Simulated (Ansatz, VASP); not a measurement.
# One calculation of Sb, two programs

```
Sb
1.0
     2.20668    2.19868   -0.00485
    -0.03188    0.04550   -6.21935
    -4.40397    4.38926   -0.05200
Sb
4
Cartesian
  -0.0061 0.0040 -0.0066
  -0.0119 0.0194 -3.1085
  -0.0252 4.4365 -6.2534
  -0.0110 4.4177 -3.1318
```

Change from the starting cell: cell x4, atoms moved at random (sigma 0.15 Å) and cell strained at random (1.5 %), then relaxed without symmetry.

Alike in both runs: functional PBE; k mesh 8 × 4 × 4; occupations gaussian, width 0.2 eV; no spin polarisation.

Ansatz relaxed the structure, and its values are those at the end. VASP's run is a single point on that final structure, the one shown.

|  | VASP | Ansatz |
| --- | --- | --- |
| version | VASP 6.6.1 | Ansatz 0.2.0 |
| potentials or method | VASP PAW PBE potentials, release 64 (Sb), cutoff 520 eV | scalar-relativistic, plane waves, PAW |
| valence electrons in the cell | 20 | 60 |

Ansatz gave:

| Property | Result |
| --- | --- |
| gap on the k mesh at the Fermi level (eV) | none |
| pressure (GPa) | 0.2 |
| rms of the force components (eV/Å) | 0.004 |

Question: Which values does VASP return?

Answer: gap on the k mesh at the Fermi level (eV): none; pressure (GPa): 0.1; rms of the force components (eV/Å): 0.004.

A gap of «none» marks a metal or a gap that the smearing closes. VASP's potentials hold 20 valence electrons a cell and Ansatz's 60, so a difference there can come from the potentials and not from the codes.

Neither program's run includes spin-orbit coupling.
